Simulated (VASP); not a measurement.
**Si (a cell with a defect): single point with LDA**

The system is Si (a cell with a defect).

```
Si
1.0
    10.86000    0.00000    0.00000
     0.00000   10.86000    0.00000
     0.00000    0.00000   10.86000
Si
63
Direct
  0.49785 0.00328 0.00221
  0.61639 0.13338 0.12820
  0.74661 0.25180 0.00206
  0.87521 0.37473 0.12529
  0.74821 0.00194 0.24887
  0.87516 0.12333 0.37678
  0.99872 0.99960 0.99854
  0.12437 0.12507 0.12520
  0.24747 0.26494 0.01417
  0.31170 0.43788 0.18633
  0.48565 0.50228 0.01361
  0.62460 0.62537 0.12537
  0.75000 0.75114 0.99846
  0.87781 0.87172 0.12618
  0.25028 0.99989 0.24953
  0.37521 0.12406 0.37601
  0.48514 0.26487 0.25290
  0.62580 0.37470 0.37600
  0.75014 0.49968 0.24961
  0.87872 0.62252 0.37298
  0.50147 0.99915 0.50087
  0.62381 0.12585 0.62746
  0.75057 0.24829 0.50076
  0.87719 0.37377 0.62441
  0.74981 0.00021 0.74946
  0.87182 0.12554 0.87673
  0.99930 0.49973 0.99868
  0.14118 0.60844 0.12150
  0.25004 0.75045 0.99871
  0.37498 0.87446 0.12535
  0.00059 0.24906 0.24972
  0.13914 0.37234 0.36180
  0.37747 0.61020 0.36142
  0.50083 0.74940 0.24987
  0.62651 0.87487 0.37664
  0.00113 0.99624 0.49830
  0.12320 0.12392 0.62419
  0.25101 0.24921 0.49958
  0.37540 0.37438 0.62581
  0.50064 0.49892 0.49974
  0.62576 0.62662 0.62426
  0.75343 0.74882 0.49826
  0.87549 0.87416 0.62546
  0.24980 0.00234 0.75092
  0.37197 0.13302 0.88376
  0.49867 0.25117 0.75382
  0.61718 0.37778 0.88338
  0.74792 0.50043 0.75078
  0.87441 0.62630 0.87427
  0.00978 0.74014 0.24688
  0.12749 0.87113 0.37284
  0.00785 0.49667 0.49208
  0.12657 0.62329 0.62145
  0.25326 0.74183 0.49183
  0.37570 0.87234 0.62441
  0.99961 0.24747 0.75056
  0.12437 0.37546 0.87502
  0.24993 0.49996 0.74922
  0.37431 0.62538 0.87522
  0.50240 0.75039 0.75067
  0.62417 0.87822 0.87671
  0.00138 0.74864 0.74766
  0.12368 0.87551 0.87417
```

* Program: VASP 6.6.1
* Task: single point
* Functional: LDA
* Potentials or basis: VASP PAW LDA potentials, release 64 (Si)
* Cutoff: 520 eV
* k mesh: 1 × 1 × 1
* Occupations: gaussian, width 0.02 eV
* Spin: collinear spin
* Dipole correction: no
* Charge: 1
* Further INCAR settings: LREAL = Auto; ALGO = Normal; EDIFF = 1e-06; NBANDS = 167; NELECT = 251.0

| Item | Value |
| --- | --- |
| Largest force | 0.010 eV/Å |
| Net moment | 1.00 μB per cell |
| Site moments | Si +0.00, -0.00, +0.01, +0.02, +0.05, +0.04 (each value once) μB |
| Valence electrons inside the program's atomic spheres | Si 1.70, 1.67, 1.71, 1.68, 1.64, 1.49 (each value once) |

Forces on the atoms (eV/Å):
```
Si   0.000  0.000  0.002
Si  -0.002  0.001  0.001
Si   0.000  0.000  0.001
Si  -0.001  0.003 -0.002
Si  -0.001  0.001 -0.004
Si   0.000 -0.001  0.000
Si   0.001  0.000  0.002
Si   0.001 -0.002  0.000
Si   0.003  0.001  0.002
Si   0.006 -0.004  0.004
Si  -0.004 -0.003  0.002
Si   0.003  0.001  0.000
Si  -0.001 -0.002  0.002
Si  -0.001  0.002  0.002
Si   0.002  0.000 -0.004
Si   0.001 -0.004  0.002
Si  -0.007  0.006 -0.001
Si   0.003 -0.002  0.002
Si   0.001 -0.002 -0.004
Si  -0.003  0.001  0.000
Si  -0.005  0.001 -0.002
Si  -0.002  0.002  0.001
Si  -0.001  0.003 -0.002
Si   0.001 -0.002  0.000
Si  -0.001  0.000 -0.004
Si  -0.001  0.002  0.001
Si  -0.001  0.000  0.002
Si  -0.005  0.005  0.006
Si   0.000  0.002  0.002
Si   0.000  0.002  0.000
Si  -0.003 -0.002 -0.001
Si   0.004  0.005 -0.004
Si  -0.005 -0.003 -0.005
Si   0.003  0.003  0.000
Si   0.002  0.000  0.000
Si   0.003 -0.004 -0.003
Si  -0.001  0.002 -0.003
Si   0.001 -0.001  0.002
Si   0.002 -0.001  0.001
Si   0.000 -0.002  0.002
Si  -0.001  0.001 -0.003
Si   0.004 -0.004 -0.002
Si   0.001  0.000  0.002
Si   0.000 -0.002  0.001
Si   0.001  0.000  0.003
Si  -0.001  0.002  0.001
Si   0.001 -0.003  0.002
Si   0.001  0.000  0.001
Si  -0.001  0.000 -0.001
Si   0.002 -0.002 -0.008
Si  -0.001  0.002  0.001
Si  -0.002 -0.001  0.001
Si  -0.001  0.000  0.002
Si   0.001  0.002  0.001
Si   0.001  0.000  0.000
Si   0.000  0.000  0.003
Si   0.004  0.000  0.000
Si  -0.001  0.000 -0.003
Si   0.000 -0.001 -0.001
Si  -0.002 -0.002  0.003
Si  -0.002  0.000  0.000
Si   0.002 -0.003 -0.001
Si   0.001  0.001  0.000
```

Levels at points of the mesh, in eV from the Fermi level:
Spin up:
```
           k point  band 124  band 125  band 126  band 127  band 128  band 129
(0.00, 0.00, 0.00)     -0.89     -0.63     -0.02      0.02      0.19      0.20
```
Spin down:
```csv
k point,band 123,band 124,band 125,band 126,band 127,band 128
"(0.00, 0.00, 0.00)",-0.87,-0.86,-0.62,0.05,0.05,0.21
```

It took 14 min on 1 thread of Intel(R) Xeon(R) Platinum 8259CL CPU @ 2.50GHz (Skylake/Cascade Lake) (shared host), peak memory 0.88 GiB.

Caveat: the k points lie up to 0.58 Å⁻¹ apart; the cell carries a net charge on a neutralising background, which shifts energy and pressure; the cell is charged against a uniform background, so pressure and absolute levels hang on convention.
